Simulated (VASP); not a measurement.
Input of a VASP 6.6.1 run:

INCAR

```
ALGO = All ; EDIFF = 1E-7
EDIFFG = -0.005 ; ENCUT = 500
GGA = PE ; GGA_COMPAT = F
IBRION = 2 ; ISEARCH = 1
ISIF = 4 ; ISMEAR = -1
KPAR = 4 ; LASPH = T
LCHARG = F ; LREAL = F
LWAVE = F ; NELM = 300
NELMIN = 4 ; NSW = 50
PREC = Accurate ; SIGMA = 0.05
```

The input KPOINTS:

```
k-points
0
Gamma
  14 14 8
```

File POSCAR:

```
Hg
1.0
    2.7568806360      0.0000000000      0.0000000000
   -1.3784403180      2.3875286660      0.0000000000
    0.0000000000      0.0000000000      4.2783406282
Hg
2
Direct
    0.3333333333      0.6666666667      0.2500000000
    0.6666666667      0.3333333333      0.7500000000
```

Potentials or basis: VASP PAW PBE potentials, release 64 (Hg).

Run with:

```console
$ cat potpaw_PBE.64/Hg/POTCAR > POTCAR
$ mpirun -np 4 vasp_std > vasp.out
```

Problem. Estimate the band gap on the k mesh.

Solution. Zero (bands 12 and 13 overlap by 1.77 eV).

Final structure:
```
Hg
1.0
     2.69919    0.00000    0.00000
    -1.34960    2.33757    0.00000
     0.00000    0.00000    4.46317
Hg
2
Direct
  0.33333 0.66667 0.25000
  0.66667 0.33333 0.75000
```

Caveat: spin-orbit coupling is left out, which moves the levels of the heavy elements.
